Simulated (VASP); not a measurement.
# TaSi (zincblende type) in VASP: notebook, part 2 of 3

VASP 6.6.1. The steps go on from the part before.

## 3. Single point, PBE

Input file INCAR:

```
SYSTEM = TaSi
PREC     = Accurate       ! precision mode
ENCUT    = 520            ! plane-wave cutoff, eV
EDIFF    = 1E-6           ! SCF threshold, eV
ISMEAR   = -1             ! smearing method
SIGMA    = 0.08           ! smearing width, eV
LREAL    = .False.        ! projectors in reciprocal space
LASPH    = .True.         ! aspherical terms in the spheres
NELM     = 80             ! most SCF steps
ALGO     = Normal         ! electronic algorithm
ISIF     = 2              ! what is computed and relaxed
LWAVE    = .False.        ! write WAVECAR
LCHARG   = .False.        ! write CHGCAR
GGA      = PE             ! functional
NBANDS   = 14             ! bands
```

Input file KPOINTS:

```
Automatic mesh
0
Gamma
  10 10 10
  0 0 0
```

Input file POSCAR:

```
TaSi
1.0
    0.0000000000      2.8851912417      2.8851912417
    2.8851912417      0.0000000000      2.8851912417
    2.8851912417      2.8851912417      0.0000000000
Ta Si
1 1
Direct
    0.0000000000      0.0000000000      0.0000000000
    0.2500000000      0.2500000000      0.2500000000
```

Potentials or basis: VASP PAW PBE potentials, release 64 (Ta_pv, Si).

The run is started by

```bash
> cat potpaw_PBE.64/Ta_pv/POTCAR potpaw_PBE.64/Si/POTCAR > POTCAR
> mpirun -np 1 vasp_std > vasp.out
```

OUTCAR:

```text
SYSTEM = TaSi
   PREC = Accurate
   ENCUT = 520
   EDIFF = 1E-6
   ISMEAR = -1
   LREAL = .False.
   LASPH = .True.
   NELM = 80
   ISIF = 2
   GGA = PE

 ion  position               nearest neighbor table
   1  0.000  0.000  0.000-   2 2.50   2 2.50   2 2.50   2 2.50
   2  0.250  0.250  0.250-   1 2.50   1 2.50   1 2.50   1 2.50

  LATTYP: Found a face centered cubic cell.
 ALAT       =     5.7703824834

  Lattice vectors:

 A1 = (   0.0000000000,   2.8851912417,   2.8851912417)
 A2 = (   2.8851912417,   0.0000000000,   2.8851912417)
 A3 = (   2.8851912417,   2.8851912417,   0.0000000000)

Analysis of symmetry for initial positions (statically):
=====================================================================
 Subroutine PRICEL returns:
 Original cell was already a primitive cell.

 Routine SETGRP: Setting up the symmetry group for a
 face centered cubic supercell.

 Subroutine GETGRP returns: Found 24 space group operations
 (whereof 24 operations were pure point group operations)
 out of a pool of 48 trial point group operations.

The static configuration has the point symmetry T_d .

Analysis of symmetry for dynamics (positions and initial velocities):
=====================================================================
 Subroutine PRICEL returns:
 Original cell was already a primitive cell.

 Routine SETGRP: Setting up the symmetry group for a
 face centered cubic supercell.

 Subroutine GETGRP returns: Found 24 space group operations
 (whereof 24 operations were pure point group operations)
 out of a pool of 48 trial point group operations.

The dynamic configuration has the point symmetry T_d .

 Subroutine INISYM returns: Found 24 space group operations
 (whereof 24 operations are pure point group operations),
 and found     1 'primitive' translations

----------------------------------------------------------------------------------------

                                     Primitive cell
[... 119 lines left out ...]
   IVDW    =     0    specifies the selected vdW correction
   LEPSILON=     F    determine dielectric tensor
   LRPA    =     F    only Hartree local field effects (RPA)
 non-spin polarized calculation
  energy-cutoff  :      520.00
  volume of cell :       48.03
 maximum number of plane-waves:      1308
   NGX = 15   NGY = 15   NGZ = 15

 number of electron      15.0000003 magnetization

 Free energy of the ion-electron system (eV)
  ---------------------------------------------------
  ext. energy  EPLUGINS =         0.00000000
  ---------------------------------------------------
  free energy    TOTEN  =       -15.20079616 eV

  energy without entropy =      -15.16578592  energy(sigma->0) =      -15.18329104

 E-fermi :   3.6226     XC(G=0):  -9.8667

 val. band max:        3.5875851409   @ k =   0.5000   0.3000   0.1000
 cond. band min:       3.6324835235   @ k =   0.3000   0.2000   0.1000
 fundamental gap:      0.0448983826
 Fermi energy:         3.6225791168

 k-point     1 :       0.0000    0.0000    0.0000
  band No.  band energies     occupation
      1     -31.1831      2.00000
      2     -31.1831      2.00000
      3     -31.1831      2.00000
      4      -5.4333      2.00000
      5       1.4258      2.00000
      6       1.4258      2.00000
      7       1.4258      2.00000
      8       4.1985      0.00149
      9       4.1985      0.00149
     10       8.2668      0.00000
     11      10.4755      0.00000
     12      10.4755      0.00000
     13      10.4755      0.00000
     14      12.1725      0.00000
[... 377 lines left out ...]
      1     -31.2135      2.00000
      2     -31.1956      2.00000
      3     -31.1944      2.00000
      4      -3.6802      2.00000
      5       0.0215      2.00000
      6       2.2012      2.00000
      7       2.4329      2.00000
      8       3.1694      1.99309
      9       4.9760      0.00000
     10       5.4524      0.00000
     11       6.9348      0.00000
     12       7.3324      0.00000
     13      11.2631      0.00000
     14      12.1163      0.00000

 [... further k-points ...]

------------------------ aborting loop because EDIFF is reached ----------------------------------------

  FORCE on cell =-STRESS in cart. coord.  units (eV):
  Direction    XX          YY          ZZ          XY          YZ          ZX
  --------------------------------------------------------------------------------------
  -------------------------------------------------------------------------------------
  Total        0.0069985      0.0069985      0.0069985     -0.0000000      0.0000000      0.0000000
  in kB        0.2334321      0.2334321      0.2334321     -0.0000000      0.0000000      0.0000000
  external PRESSURE =       0.2334321 kB  Pullay stress =       0.0000000 kB

 VOLUME and BASIS-vectors are now :
 -----------------------------------------------------------------------------
  energy-cutoff  :      520.00
  volume of cell :       48.03
      direct lattice vectors                 reciprocal lattice vectors
     0.000000000  2.885191242  2.885191242    -0.173298738  0.173298738  0.173298738
     2.885191242  0.000000000  2.885191242     0.173298738 -0.173298738  0.173298738
     2.885191242  2.885191242  0.000000000     0.173298738  0.173298738 -0.173298738

 POSITION                                       TOTAL-FORCE (eV/Angst)
 -----------------------------------------------------------------------------------
      0.00000      0.00000      0.00000         0.000000     -0.000000      0.000000
      1.44260      1.44260      1.44260        -0.000000      0.000000     -0.000000
 -----------------------------------------------------------------------------------
    total drift:                               -0.000000     -0.000000      0.000000

  FREE ENERGIE OF THE ION-ELECTRON SYSTEM (eV)
  ---------------------------------------------------
  free  energy   TOTEN  =       -15.2007961558 eV

  energy  without entropy=      -15.1657859191  energy(sigma->0) =      -15.18329104
```

OSZICAR:

```text
N       E                     dE             d eps       ncg     rms          rms(c)
DAV:   1     0.770479315472E+02    0.77048E+02   -0.72786E+03  1316   0.915E+02
DAV:   2    -0.146712257607E+02   -0.91719E+02   -0.87631E+02  1676   0.239E+02
DAV:   3    -0.167996938283E+02   -0.21285E+01   -0.21033E+01  1736   0.336E+01
DAV:   4    -0.168204977246E+02   -0.20804E-01   -0.20797E-01  1592   0.380E+00
DAV:   5    -0.168208441916E+02   -0.34647E-03   -0.34646E-03  1766   0.481E-01    0.114E+01
DAV:   6    -0.152092398387E+02    0.16116E+01   -0.34680E+00  1478   0.134E+01    0.382E+00
DAV:   7    -0.152040474110E+02    0.51924E-02   -0.24773E-01  1712   0.315E+00    0.214E+00
DAV:   8    -0.152023748173E+02    0.16726E-02   -0.22618E-02  1514   0.122E+00    0.359E-01
DAV:   9    -0.152007561952E+02    0.16186E-02   -0.37749E-03  1574   0.541E-01    0.151E-01
DAV:  10    -0.152007931578E+02   -0.36963E-04   -0.21904E-04  1586   0.985E-02    0.635E-02
DAV:  11    -0.152007962073E+02   -0.30496E-05   -0.30656E-05  1700   0.486E-02    0.702E-03
DAV:  12    -0.152007961558E+02    0.51502E-07   -0.38563E-06  1502   0.165E-02
   1 F= -.15200796E+02 E0= -.15183291E+02  d E =-.350102E-01
```

stdout:

```text
POSCAR found type information on POSCAR TaSi
 POSCAR found :  2 types and       2 ions
 scaLAPACK will be used
 LDA part: xc-table for (Slater+PW92), standard interpolation
 POSCAR, INCAR and KPOINTS ok, starting setup
 FFT: planning ... GRIDC
 FFT: planning ... GRID_SOFT
 FFT: planning ... GRID
 WAVECAR not read
 entering main loop
```

It took 48 s on 1 thread of Intel Xeon 8259CL, shared host; peak memory 0.18 GiB.

Results:

- Free energy: -15.2008 eV
- Pressure: 0.0 GPa
- Band gap on the k mesh: zero (an odd number of electrons rules out a gap without spin polarisation)

Caveat: spin-orbit coupling is left out, which moves the levels of the heavy elements.

## 4. Single point, PBE (z stretched by -1 % at fixed volume)

Input file INCAR:

```
PREC     = Accurate       # precision mode
ENCUT    = 520            # plane-wave cutoff, eV
EDIFF    = 1E-6           # SCF threshold, eV
ISMEAR   = -1             # smearing method
SIGMA    = 0.08           # smearing width, eV
LREAL    = False          # projectors in reciprocal space
LASPH    = True           # aspherical terms in the spheres
NELM     = 100            # most SCF steps
ALGO     = Normal         # electronic algorithm
ISIF     = 2              # what is computed and relaxed
LWAVE    = False          # write WAVECAR
LCHARG   = False          # write CHGCAR
GGA      = PE             # functional
NBANDS   = 14             # bands
```

Input file KPOINTS:

```
regular mesh
0
Gamma
  10 10 10
```

Input file POSCAR:

```
TaSi
1.0
    0.0000000000      2.8997263023      2.8563393293
    2.8997263023      0.0000000000      2.8563393293
    2.8997263023      2.8997263023      0.0000000000
Ta Si
1 1
Direct
    0.0000000000      0.0000000000      0.0000000000
    0.2500000000      0.2500000000      0.2500000000
```

Potentials or basis: VASP PAW PBE potentials, release 64 (Ta_pv, Si).

The run is started by

```bash
> cat potpaw_PBE.64/Ta_pv/POTCAR potpaw_PBE.64/Si/POTCAR > POTCAR
> mpirun -np 1 vasp_std > vasp.out
```

OUTCAR:

```text
PREC = Accurate
   ENCUT = 520
   EDIFF = 1E-6
   ISMEAR = -1
   LREAL = False
   LASPH = True
   NELM = 100
   ISIF = 2
   GGA = PE

 ion  position               nearest neighbor table
   1  0.000  0.000  0.000-   2 2.50   2 2.50   2 2.50   2 2.50
   2  0.250  0.250  0.250-   1 2.50   1 2.50   1 2.50   1 2.50

  LATTYP: Found a body centered tetragonal cell.
 ALAT       =     4.1008322639
 C/A-ratio  =     1.3930534806

  Lattice vectors:

 A1 = (   0.0000000000,  -2.8997263023,  -2.8563393293)
 A2 = (   0.0000000000,   2.8997263023,  -2.8563393293)
 A3 = (   2.8997263023,   0.0000000000,   2.8563393293)

Analysis of symmetry for initial positions (statically):
=====================================================================
 Subroutine PRICEL returns:
 Original cell was already a primitive cell.

 Routine SETGRP: Setting up the symmetry group for a
 body centered tetragonal supercell.

 Subroutine GETGRP returns: Found  8 space group operations
 (whereof  8 operations were pure point group operations)
 out of a pool of 16 trial point group operations.

[... 174 lines left out ...]
      5       1.4161      2.00000
      6       1.4161      2.00000
      7       1.4497      2.00000
      8       4.1485      0.00280
      9       4.2481      0.00081
     10       8.2680      0.00000
     11      10.4512      0.00000
     12      10.4512      0.00000
     13      10.5224      0.00000
     14      12.1105      0.00000
[... 377 lines left out ...]
      1     -31.2198      2.00000
      2     -31.1926      2.00000
      3     -31.1912      2.00000
      4      -3.6645      2.00000
      5       0.0367      2.00000
      6       2.1887      2.00000
      7       2.4008      2.00000
      8       3.1873      1.99143
      9       4.9682      0.00000
     10       5.4954      0.00000
     11       6.9240      0.00000
     12       7.3577      0.00000
     13      11.2160      0.00000
     14      12.1066      0.00000

 [... further k-points ...]

------------------------ aborting loop because EDIFF is reached ----------------------------------------

  FORCE on cell =-STRESS in cart. coord.  units (eV):
  Direction    XX          YY          ZZ          XY          YZ          ZX
  --------------------------------------------------------------------------------------
  -------------------------------------------------------------------------------------
  Total       -0.0070149     -0.0070149      0.0222001      0.0000000     -0.0000000     -0.0000000
  in kB       -0.2339812     -0.2339812      0.7404756      0.0000000     -0.0000000     -0.0000000
  external PRESSURE =       0.0908378 kB  Pullay stress =       0.0000000 kB

 VOLUME and BASIS-vectors are now :
 -----------------------------------------------------------------------------
  energy-cutoff  :      520.00
  volume of cell :       48.03
      direct lattice vectors                 reciprocal lattice vectors
     0.000000000  2.899726302  2.856339329    -0.172430067  0.172430067  0.175049230
     2.899726302  0.000000000  2.856339329     0.172430067 -0.172430067  0.175049230
     2.899726302  2.899726302  0.000000000     0.172430067  0.172430067 -0.175049230

 POSITION                                       TOTAL-FORCE (eV/Angst)
 -----------------------------------------------------------------------------------
      0.00000      0.00000      0.00000         0.000000      0.000000     -0.000000
      1.44986      1.44986      1.42817        -0.000000     -0.000000      0.000000
 -----------------------------------------------------------------------------------
    total drift:                               -0.000000     -0.000000      0.000000

  FREE ENERGIE OF THE ION-ELECTRON SYSTEM (eV)
  ---------------------------------------------------
  free  energy   TOTEN  =       -15.2006383758 eV

  energy  without entropy=      -15.1655982291  energy(sigma->0) =      -15.18311830
```

Wall time 1.7 min (1 thread of Intel Xeon 8259CL, shared host); peak memory 0.22 GiB.

What came out:

```
Free energy            : -15.2006 eV
Pressure               : 0.0 GPa
Band gap on the k mesh : zero (an odd number of electrons rules out a gap without spin polarisation)
```

Levels at points of the mesh, in eV from the Fermi level:
```
           k point  band 4  band 5  band 6  band 7  band 8  band 9  band 10  band 11  band 12  band 13
(0.00, 0.00, 0.00)   -9.06   -2.21   -2.21   -2.17    0.53    0.63     4.64     6.83     6.83     6.90
(0.50, 0.00, 0.00)   -7.38   -3.40   -1.86   -1.78    0.98    1.07     1.10     4.32     4.40     5.64
(0.50, 0.50, 0.00)   -6.67   -3.97   -0.67   -0.63   -0.63    0.74     1.63     2.19     2.19     8.28
(0.50, 0.00, 0.50)   -6.68   -4.03   -0.74   -0.61   -0.53    0.71     1.64     2.18     2.22     8.34
```

Caveat: spin-orbit coupling is left out, which moves the levels of the heavy elements.

[end of part 2 of 3]
